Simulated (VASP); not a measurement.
Set up this calculation in VASP 6.6.1, as the native input.

| Item | Value |
| --- | --- |
| Task | single point |
| Functional | PBE |
| Potentials or basis | VASP PAW PBE potentials, release 64 (B) |
| Cutoff | 520 eV |
| k mesh | 12 × 12 × 16 |
| Occupations | fermi-dirac, width 0.05 eV |
| Spin | no spin polarisation |
| Dipole correction | no |
| Further INCAR settings | ALGO = Normal; EDIFF = 1e-07; NBANDS = 12 |

The structure of B lies in POSCAR:

```
B
1.0
    2.5857486619      0.0000000000      0.0000000000
   -1.2928743310      2.2393240290      0.0000000000
    0.0000000000      0.0000000000      2.4255796080
B
3
Direct
    0.0000000000      0.0000000000      0.0000000000
    0.3333333333      0.6666666667      0.5000000000
    0.6666666667      0.3333333333      0.5000000000
```

This cell differs from its parent crystal: volume scaled by 0.7.

These files were run (other wordings do the same):

INCAR

```
ALGO = Normal ; EDIFF = 1E-7
ENCUT = 520 ; GGA = PE
ISIF = 2 ; ISMEAR = -1
LASPH = T ; LCHARG = F
LREAL = F ; LWAVE = F
NBANDS = 12 ; NELM = 60
PREC = Accurate ; SIGMA = 0.05
```

KPOINTS

```
k-points
0
Gamma
  12 12 16
```

Potentials or basis: VASP PAW PBE potentials, release 64 (B).

Launch:

```bash
$ cat potpaw_PBE.64/B/POTCAR > POTCAR
$ mpirun -np 1 vasp_std > vasp.out
```

It gave:

The pressure is 146.1 GPa.

It took 34 s on 1 thread of Intel Xeon 8259CL (shared host), peak memory 0.13 GiB.
